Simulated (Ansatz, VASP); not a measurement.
## InSb3: VASP beside Ansatz

Contents of INCAR:

```
  ALGO = Normal
  EDIFF = 1E-6
  ENCUT = 520
  GGA = PS
  ISIF = 2
  ISMEAR = 0
  LASPH = T
  LCHARG = F
  LREAL = F
  LWAVE = F
  NBANDS = 22
  NELM = 80
  PREC = Accurate
  SIGMA = 0.15
```

The input KPOINTS:

```
k-points
0
Gamma
  8 8 8
```

POSCAR

```
InSb3
1.0
    4.6338930603      0.0550865859      0.0550865859
    0.0550865859      4.6338930603      0.0550865859
    0.0550865859      0.0550865859      4.6338930603
In Sb
1 3
Direct
    0.0000000000      0.0000000000      0.0000000000
    0.5000000000      0.0000000000      0.5000000000
    0.0000000000      0.5000000000      0.5000000000
    0.5000000000      0.5000000000      0.0000000000
```

Input for Ansatz:

```yaml
crystal:
  lattice:
    - [4.6338930603, 0.0550865859, 0.0550865859]
    - [0.0550865859, 4.6338930603, 0.0550865859]
    - [0.0550865859, 0.0550865859, 4.6338930603]
  atoms:
    - { symbol: In, position: [0.0, 0.0, 0.0] }
    - { symbol: Sb, position: [0.5, 0.0, 0.5] }
    - { symbol: Sb, position: [0.0, 0.5, 0.5] }
    - { symbol: Sb, position: [0.5, 0.5, 0.0] }
basis:
  ecutwfc: 420
kpoints:
  mp_grid: { grid: [8, 8, 8] }
hamiltonian:
  xc: pbesol
  pseudopotentials: { kind: paw, azcp: { folder: soft_1 } }
scf:
  occupations: { method: gaussian, width: 0.15 }
output:
  forces: true
  stress: true
  eigenvalues: true
  write_density: true
  write_potential: true
  elf: true
  volumetric_format: npy
```

Change from the starting cell: equal engineering shear yz, xz and xy +0.0233, equal normal strain along x, y and z -0.0200.

Alike in both runs: task single point; functional PBEsol; k mesh 8 × 8 × 8; occupations gaussian, width 0.15 eV; no spin polarisation.

|  | VASP | Ansatz |
| --- | --- | --- |
| version | VASP 6.6.1 | Ansatz 0.2.0 |
| potentials or method | VASP PAW PBE potentials, release 64 (In_d, Sb), cutoff 520 eV | scalar-relativistic, plane waves, PAW |
| valence electrons in the cell | 28 | 58 |

|  | VASP | Ansatz | Ansatz less VASP |
| --- | --- | --- | --- |
| gap on the k mesh at the Fermi level (eV) | none | none | - |
| pressure (GPa) | 4.3 | 4.3 | -0.04 |
| traceless stress, the component that is largest in VASP (GPa) | -0.68 | -0.68 | +0.005 |

VASP's potentials were made for PBE, not for PBEsol, and Ansatz warns of the same on its side. A gap of «none» marks a metal or a gap that the smearing closes. VASP's potentials hold 28 valence electrons a cell and Ansatz's 58, so a difference there can come from the potentials and not from the codes.

Spin-orbit coupling is off throughout.
